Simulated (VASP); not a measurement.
# GaP (I-4m2) in VASP: single point with PBE

Aim: the single point of GaP with PBE.

Everything below comes from runs of VASP 6.6.1. Logs are shortened: lines on timing, memory, paths and dates and some standing lists are left out, and cuts for length are marked.

**1. The cell of the first run**

Symmetry: I-4m2, No. 119, tetragonal system. Conventional cell: a = 3.854 Å, b = 3.854 Å, c = 5.233 Å, α = 90.00°, β = 90.00°, γ = 90.00°. Within 3.1 Å of Ga (site symmetry -4m2) lie 4 P at 2.33 Å. Within 3.1 Å of P (site symmetry -4m2) lie 4 Ga at 2.33 Å.

**2. Single point, PBE (uniaxial x strain -4.0%)**

INCAR

```
PREC     = Accurate       # precision mode
ENCUT    = 520            # plane-wave cutoff, eV
EDIFF    = 1E-6           # SCF threshold, eV
ISMEAR   = 0              # smearing method
SIGMA    = 0.01           # smearing width, eV
LREAL    = False          # projectors in reciprocal space
LASPH    = True           # aspherical terms in the spheres
NELM     = 100            # most SCF steps
ALGO     = Normal         # electronic algorithm
ISIF     = 2              # what is computed and relaxed
LWAVE    = False          # write WAVECAR
LCHARG   = True           # write CHGCAR
GGA      = PE             # functional
LELF     = True           # ELF
LVHAR    = True         
NBANDS   = 16             # bands
```

KPOINTS

```
regular mesh
0
Gamma
  4 4 4
```

POSCAR

```
GaP
1.0
    0.0000000000      2.7253992947      2.7253992947
    2.6163833229      0.0000000000      2.7253992947
    2.6163833229      2.7253992947      0.0000000000
Ga P
1 1
Direct
    0.0000000000      0.0000000000      0.0000000000
    0.2500000000      0.2500000000      0.2500000000
```

Potentials or basis: VASP PAW PBE potentials, release 64 (Ga_d, P).

Launch:

```bash
$ cat potpaw_PBE.64/Ga_d/POTCAR potpaw_PBE.64/P/POTCAR > POTCAR
$ mpirun -np 1 vasp_std > vasp.out
```

OUTCAR:

```text
PREC = Accurate
   ENCUT = 520
   EDIFF = 1E-6
   ISMEAR = 0
   LREAL = False
   LASPH = True
   NELM = 100
   ISIF = 2
   GGA = PE

 ion  position               nearest neighbor table
   1  0.000  0.000  0.000-   2 2.33   2 2.33   2 2.33   2 2.33
   2  0.250  0.250  0.250-   1 2.33   1 2.33   1 2.33   1 2.33

  LATTYP: Found a body centered tetragonal cell.
 ALAT       =     3.8542966454
 C/A-ratio  =     1.3576450199

  Lattice vectors:

 A1 = (  -2.6163833229,   0.0000000000,  -2.7253992947)
 A2 = (  -2.6163833229,   0.0000000000,   2.7253992947)
 A3 = (   2.6163833229,   2.7253992947,   0.0000000000)

Analysis of symmetry for initial positions (statically):
=====================================================================
 Subroutine PRICEL returns:
 Original cell was already a primitive cell.

 Routine SETGRP: Setting up the symmetry group for a
 body centered tetragonal supercell.

 Subroutine GETGRP returns: Found  8 space group operations
 (whereof  8 operations were pure point group operations)
 out of a pool of 16 trial point group operations.

The static configuration has the point symmetry D_2d.

Analysis of symmetry for dynamics (positions and initial velocities):
=====================================================================
 Subroutine PRICEL returns:
 Original cell was already a primitive cell.

 Routine SETGRP: Setting up the symmetry group for a
 body centered tetragonal supercell.

 Subroutine GETGRP returns: Found  8 space group operations
 (whereof  8 operations were pure point group operations)
 out of a pool of 16 trial point group operations.

The dynamic configuration has the point symmetry D_2d.

 Subroutine INISYM returns: Found  8 space group operations
 (whereof  8 operations are pure point group operations),
 and found     1 'primitive' translations

----------------------------------------------------------------------------------------

                                     Primitive cell

  volume of cell :      38.8680

  direct lattice vectors                    reciprocal lattice vectors
     0.000000000  2.725399295  2.725399295    -0.191103496  0.183459356  0.183459356
     2.616383323  0.000000000  2.725399295     0.191103496 -0.183459356  0.183459356
     2.616383323  2.725399295  0.000000000     0.191103496  0.183459356 -0.183459356

  length of vectors
[... 69 lines left out ...]
   NELM   =    100;   NELMIN=  2; NELMDL= -5     # of ELM steps
   EDIFF  = 0.1E-05   stopping-criterion for ELM
   LREAL  =      F    real-space projection
   EDIFFG = 0.1E-04   stopping-criterion for IOM
   NSW    =      0    number of steps for IOM
   IBRION =     -1    ionic relax: 0-MD 1-quasi-New 2-CG
   NFREE  =      0    steps in history (QN), initial steepest desc. (CG)
   ISIF   =      2    stress and relaxation
   ISYM   =      2    0-nonsym 1-usesym 2-fastsym
   POTIM  = 0.5000    time-step for ionic-motion
   TEBEG  =    0.0;   TEEND  =   0.0 temperature during run
   PSTRESS=    0.0 pullay stress
   NELECT =      18.0000    total number of electrons
   NUPDOWN=      -1.0000    fix difference up-down
   EMIN   =  10.00;   EMAX   =-10.00  energy-range for DOS
   EFERMI =   0.00;   METHOD = LEGACY
   ISMEAR =     0;   SIGMA  =   0.01  broadening in eV -4-tet -1-fermi 0-gaus
   EFERMI_NEDOS =   21; number of points for ismear=-14 and -15
   IALGO  =     38    algorithm
   IMIX   =      4    mixing-type and parameters
     AMIX     =   0.40;   BMIX     =  1.00
     AMIX_MAG =   1.60;   BMIX_MAG =  1.00
  volume/ion in A,a.u.               =      19.43       131.15
  Fermi-wavevector in a.u.,A,eV,Ry     =   1.266587  2.393503 21.827055  1.604243
  Thomas-Fermi vector in A             =   2.399780
   LORBIT       =      0    0 simple, 1 ext, 2 COOP (PROOUT), +10 PAW based schemes
   GGA     = PE    functional components
   LHFCALC =     F    Hartree Fock is set to
   AEXX    =    0.0000 exact exchange contribution
   IVDW    =     0    specifies the selected vdW correction
   LEPSILON=     F    determine dielectric tensor
   LRPA    =     F    only Hartree local field effects (RPA)
 non-spin polarized calculation
 Gauss-broadening in eV      SIGMA  =   0.01
  energy-cutoff  :      520.00
  volume of cell :       38.87
 maximum number of plane-waves:      1063
 NGX is ok and might be reduce to    30
   NGX = 15   NGY = 13   NGZ = 13

 number of electron      17.9999996 magnetization

 Free energy of the ion-electron system (eV)
  ---------------------------------------------------
  ext. energy  EPLUGINS =         0.00000000
  ---------------------------------------------------
  free energy    TOTEN  =        -8.91815160 eV

  energy without entropy =       -8.91815160  energy(sigma->0) =       -8.91815160

 E-fermi :   5.3717     XC(G=0):  -9.9995

 val. band max:        5.2712222718   @ k =   0.0000   0.0000   0.0000
 cond. band min:       6.4743561206   @ k =   0.0000   0.5000   0.5000
 fundamental gap:      1.2031338488
 Fermi energy:         5.3717023124

 k-point     1 :       0.0000    0.0000    0.0000
  band No.  band energies     occupation
      1      -9.5530      2.00000
      2      -9.5530      2.00000
      3      -9.5403      2.00000
      4      -9.4415      2.00000
      5      -9.4353      2.00000
      6      -7.6871      2.00000
[... 224 lines left out ...]
      3      -9.4760      2.00000
      4      -9.4760      2.00000
      5      -9.4064      2.00000
      6      -4.3880      2.00000
[... 8 lines left out ...]
     15      17.4912      0.00000
     16      18.2890      0.00000

------------------------ aborting loop because EDIFF is reached ----------------------------------------

  FORCE on cell =-STRESS in cart. coord.  units (eV):
  Direction    XX          YY          ZZ          XY          YZ          ZX
  --------------------------------------------------------------------------------------
  -------------------------------------------------------------------------------------
  Total        2.0856031      1.4180933      1.4180933      0.0000000      0.0000000      0.0000000
  in kB       85.9707269     58.4552777     58.4552777      0.0000000      0.0000000      0.0000000
  external PRESSURE =      67.6270941 kB  Pullay stress =       0.0000000 kB

 VOLUME and BASIS-vectors are now :
 -----------------------------------------------------------------------------
  energy-cutoff  :      520.00
  volume of cell :       38.87
      direct lattice vectors                 reciprocal lattice vectors
     0.000000000  2.725399295  2.725399295    -0.191103496  0.183459356  0.183459356
     2.616383323  0.000000000  2.725399295     0.191103496 -0.183459356  0.183459356
     2.616383323  2.725399295  0.000000000     0.191103496  0.183459356 -0.183459356

 POSITION                                       TOTAL-FORCE (eV/Angst)
 -----------------------------------------------------------------------------------
      0.00000      0.00000      0.00000        -0.000000      0.000000      0.000000
      1.30819      1.36270      1.36270         0.000000     -0.000000     -0.000000
 -----------------------------------------------------------------------------------
    total drift:                                0.000001     -0.000002     -0.000001

  FREE ENERGIE OF THE ION-ELECTRON SYSTEM (eV)
  ---------------------------------------------------
  free  energy   TOTEN  =        -8.9181516034 eV

  energy  without entropy=       -8.9181516034  energy(sigma->0) =       -8.91815160
```

OSZICAR:

```text
N       E                     dE             d eps       ncg     rms          rms(c)
DAV:   1     0.735041613297E+02    0.73504E+02   -0.90145E+03   464   0.165E+03
DAV:   2    -0.394542770463E+01   -0.77450E+02   -0.72960E+02   528   0.296E+02
DAV:   3    -0.915185517391E+01   -0.52064E+01   -0.51944E+01   496   0.600E+01
DAV:   4    -0.922890763955E+01   -0.77052E-01   -0.77033E-01   544   0.788E+00
DAV:   5    -0.923024603551E+01   -0.13384E-02   -0.13384E-02   512   0.912E-01    0.447E+00
DAV:   6    -0.895088133047E+01    0.27936E+00   -0.41352E-01   648   0.114E+01    0.302E+00
DAV:   7    -0.891664352391E+01    0.34238E-01   -0.11591E-01   520   0.233E+00    0.119E+00
DAV:   8    -0.891746981289E+01   -0.82629E-03   -0.15830E-02   504   0.152E+00    0.247E-01
DAV:   9    -0.891799403422E+01   -0.52422E-03   -0.15159E-03   488   0.523E-01    0.801E-02
DAV:  10    -0.891807279712E+01   -0.78763E-04   -0.12734E-04   632   0.135E-01    0.388E-02
DAV:  11    -0.891815190052E+01   -0.79103E-04   -0.10420E-04   480   0.862E-02    0.523E-03
DAV:  12    -0.891815160342E+01    0.29710E-06   -0.30810E-06   536   0.231E-02
   1 F= -.89181516E+01 E0= -.89181516E+01  d E =-.125267E-47
```

Run time: 11 s. Hardware: 1 thread of Intel Xeon Platinum 8488C (Sapphire Rapids), shared host; peak memory 0.16 GiB.

Results:

```
Free energy            : -8.9182 eV
Pressure               : 6.8 GPa
Band gap on the k mesh : 1.20 eV, indirect (least direct gap 2.00 eV)
```

Stress tensor (GPa, compression positive):
```
8.60 0.00 0.00
0.00 5.85 0.00
0.00 0.00 5.85
```

Caveat: the k points lie up to 0.51 Å⁻¹ apart; the cell differs from its parent crystal (uniaxial x strain -4.0%). A k mesh can miss the band edges.
